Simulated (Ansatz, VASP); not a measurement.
One calculation of Al2Cu, two programs

```
CELL_PARAMETERS angstrom
-3.03350 3.03350 2.41411
3.03350 -3.03350 2.41411
3.03350 3.03350 -2.41411
ATOMIC_POSITIONS crystal
Al 0.65810 0.15810 0.81620
Al 0.15810 0.34190 0.50000
Al 0.34190 0.84190 0.18380
Al 0.84190 0.65810 0.50000
Cu 0.25000 0.25000 0.00000
Cu 0.75000 0.75000 0.00000
```

Change from the starting cell: z stretched by -1 %, ions relaxed.

Alike in both runs: functional PBE; k mesh 12 × 12 × 12; occupations fermi-dirac, width 0.05 eV; no spin polarisation.

Ansatz relaxed the structure, and its values are those at the end. VASP's run is a single point on that final structure, the one shown.

```csv
,VASP,Ansatz
version,VASP 6.6.1,Ansatz 0.2.0
potentials or method,"VASP PAW PBE potentials, release 64 (Al, Cu)","plane-wave PAW, scalar-relativistic"
plane-wave cutoff (eV),520,420
valence electrons in the cell,34,50
```

|  | VASP | Ansatz | Ansatz less VASP |
| --- | --- | --- | --- |
| pressure (GPa) | 0.8 | 0.7 | -0.13 |
| rms of the force components (eV/Å) | 0.010 | 0.009 | -0.0018 |

VASP's potentials hold 34 valence electrons a cell and Ansatz's 50, so a difference there can come from the potentials and not from the codes. Ansatz's warnings: stress scf threshold loose.
